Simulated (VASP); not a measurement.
## TaH5: relaxation of cell and atoms with PBE

TaH5:

```
Ta H
1.0
     4.28984    0.00000    0.00000
    -2.14492    3.71511    0.00000
     0.00000    0.00000    3.40746
Ta H
1 5
Direct
  0.00000 0.00000 0.00000
  0.00000 0.50000 0.50000
  0.33333 0.66667 0.00000
  0.66667 0.33333 0.00000
  0.50000 0.00000 0.50000
  0.50000 0.50000 0.50000
```

- Program: VASP 6.6.1
- Task: relaxation of cell and atoms
- Functional: PBE
- Potentials or basis: VASP PAW PBE potentials, release 64 (Ta_pv, H)
- Cutoff: 500 eV
- k mesh: 6 × 6 × 6
- Occupations: gaussian, width 0.1 eV
- Spin: no spin polarisation
- Dipole correction: no
- Further INCAR settings: ALGO = Normal; EDIFF = 1e-07; IBRION = 2; EDIFFG = -0.04; NSW = 90; ISIF = 3

| Quantity | Value |
| --- | --- |
| Relaxed volume | 5.10 Å³/atom |
| Relaxed cell | a = 3.461 Å, b = 3.461 Å, c = 2.947 Å, α = 90.00°, β = 90.00°, γ = 120.00° |
| Space group after relaxing (to 0.05 Å) | P6/mmm (No. 191) |
| Energy gained by relaxing | 722.9 meV/atom |
| Ionic steps | 8 |
| Pressure after relaxing | -0.8 GPa |
| Band gap on the k mesh | zero (band 8 reaches 6.88 eV, above the bottom of band 9 at 4.81 eV) |

Stress tensor (GPa, compression positive):
```
-1.17  0.00  0.00
 0.00 -1.17  0.00
 0.00  0.00 -0.06
```

Step by step:
| step | energy change (eV) | largest force (eV/Å) | pressure (GPa) | volume (Å³) |
| --- | --- | --- | --- | --- |
| 1 | 0.0000 | 0.0000 | -35.46 | 54.31 |
| 2 | -3.1421 | 0.0000 | -30.63 | 40.03 |
| 3 | -4.2373 | 0.0000 | -11.48 | 32.59 |
| 4 | -4.3141 | 0.0000 | 5.92 | 29.54 |
| 5 | -4.3274 | 0.0000 | -0.01 | 30.42 |
| 6 | -4.3256 | 0.0000 | 2.49 | 30.03 |
| 7 | -4.3366 | 0.0000 | 0.04 | 30.43 |
| 8 | -4.3374 | 0.0000 | -0.80 | 30.57 |

Final structure:
```yaml
crystal:
  lattice:
    - [3.46128, 0.00000, 0.00000]
    - [-1.73064, 2.99756, 0.00000]
    - [0.00000, 0.00000, 2.94660]
  atoms:
    - { symbol: Ta, position: [0.00000, 0.00000, 0.00000] }
    - { symbol: H, position: [0.00000, 0.50000, 0.50000] }
    - { symbol: H, position: [0.33333, 0.66667, 0.00000] }
    - { symbol: H, position: [0.66667, 0.33333, 0.00000] }
    - { symbol: H, position: [0.50000, 0.00000, 0.50000] }
    - { symbol: H, position: [0.50000, 0.50000, 0.50000] }
```

Levels at points of the mesh, in eV from the Fermi level:
```
           k point  band 5  band 6  band 7  band 8  band 9  band 10  band 11  band 12
(0.00, 0.00, 0.00)   -5.06   -3.73   -3.73   -1.68    2.77     2.77     4.92     6.54
(0.50, 0.00, 0.00)   -9.96   -4.16   -0.93    0.62    1.56     1.68     1.85     2.33
(0.00, 0.00, 0.50)   -9.29   -1.16   -1.16   -0.76   -0.76    -0.47     1.36     1.36
(0.50, 0.00, 0.50)   -7.19   -5.71   -4.69   -3.36    2.17     2.94     5.97     6.51
```

Wall time 2.7 min on 1 thread of Intel Xeon 8259CL (shared host), peak memory 0.19 GiB.

Caveat: the volume moved by over 15 % at a fixed basis, so the end points are rough; spin-orbit coupling is left out, which moves the levels of the heavy elements.
